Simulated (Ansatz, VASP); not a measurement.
Two plane-wave programs on ZnPdC4N4

```
CELL_PARAMETERS angstrom
6.07776 0.00000 0.00000
0.00000 6.07776 0.00000
0.00000 0.00000 6.07776
ATOMIC_POSITIONS crystal
Zn 0.00000 0.00000 0.00000
Pd 0.50000 0.50000 0.50000
C 0.19060 0.19060 0.19060
C 0.19060 0.80940 0.80940
C 0.80940 0.19060 0.80940
C 0.80940 0.80940 0.19060
N 0.30144 0.30144 0.30144
N 0.30144 0.69856 0.69856
N 0.69856 0.30144 0.69856
N 0.69856 0.69856 0.30144
```

Alike in both runs: functional PBE; k mesh 4 × 4 × 4; occupations gaussian, width 0.1 eV; collinear spin.

Ansatz relaxed the structure, and its values are those at the end. VASP's run is a single point on that final structure, the one shown.

```csv
,VASP,Ansatz
version,VASP 6.6.1,Ansatz 0.2.0
potentials or method,"VASP PAW PBE potentials, release 64 (Zn, Pd, C, N), cutoff 520 eV","scalar-relativistic, plane waves, PAW"
valence electrons in the cell,58,66
```

VASP gave:

```
gap on the k mesh at the Fermi level (eV)                     : none
pressure (GPa)                                                : 0.4
rms of the force components (eV/Å)                            : 0.194
net moment per atom (μB)                                      : 0.20
size of the moment on the site where the two differ most (μB) : 1.32
```

Task: What did Ansatz give for the same quantities?

Result: gap on the k mesh at the Fermi level (eV): none; pressure (GPa): 0.1; rms of the force components (eV/Å): 0.009; net moment per atom (μB): 0.20; size of the moment on the site where the two differ most (μB): 1.11.

Site moments also hang on the region over which each program counts them. A gap of «none» marks a metal or a gap that the smearing closes. One of these differences is far larger than is usual between the two programs; its cause wasn't traced. With one functional, cell and mesh, what is left measures potentials, basis and numerics. VASP's potentials hold 58 valence electrons a cell and Ansatz's 66, so a difference there can come from the potentials and not from the codes.

Noted on VASP's run: the standard files for N, O and F lose accuracy on very short bonds.
